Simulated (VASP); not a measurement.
Set up this calculation in VASP 6.6.1, as the native input.

```
Task                   : single point
Functional             : PBE
Potentials or basis    : VASP PAW PBE potentials, release 64 (In_d, As)
Cutoff                 : 520 eV
k mesh                 : 8 × 8 × 8
Occupations            : fermi-dirac, width 0.02 eV
Spin                   : no spin polarisation
Dipole correction      : no
Further INCAR settings : ALGO = Normal; EDIFF = 1e-07; NBANDS = 16
```

The structure of InAs lies in POSCAR:

```
InAs
1.0
    0.0000000000      3.1462281872      3.1462281872
    3.1462281872      0.0000000000      3.1462281872
    3.1462281872      3.1462281872      0.0000000000
In As
1 1
Direct
    0.0000000000      0.0000000000      0.0000000000
    0.2500000000      0.2500000000      0.2500000000
```

This cell differs from its parent crystal: strain +3.0%.

These files were run (other wordings do the same):

INCAR

```
PREC = Accurate
ENCUT = 520
EDIFF = 1E-7
ISMEAR = -1
SIGMA = 0.02
LREAL = F
LASPH = T
NELM = 60
ALGO = Normal
ISIF = 2
LWAVE = F
LCHARG = F
GGA = PE
NBANDS = 16
```

KPOINTS

```
regular mesh
0
Gamma
  8 8 8
```

Potentials or basis: VASP PAW PBE potentials, release 64 (In_d, As).

Launch:

```console
$ cat potpaw_PBE.64/In_d/POTCAR potpaw_PBE.64/As/POTCAR > POTCAR
$ mpirun -np 1 vasp_std > vasp.out
```

Results of the run:

```yaml
Pressure: -2.1 GPa
Band_gap_on_the_k_mesh: zero (filled and empty bands touch)
```

Caveat: the cell differs from its parent crystal (strain +3.0%); spin-orbit coupling is left out, which moves the levels of the heavy elements.

Wall time 84 s on 1 thread of AMD EPYC 7R13, on a shared host, peak memory 0.18 GiB.
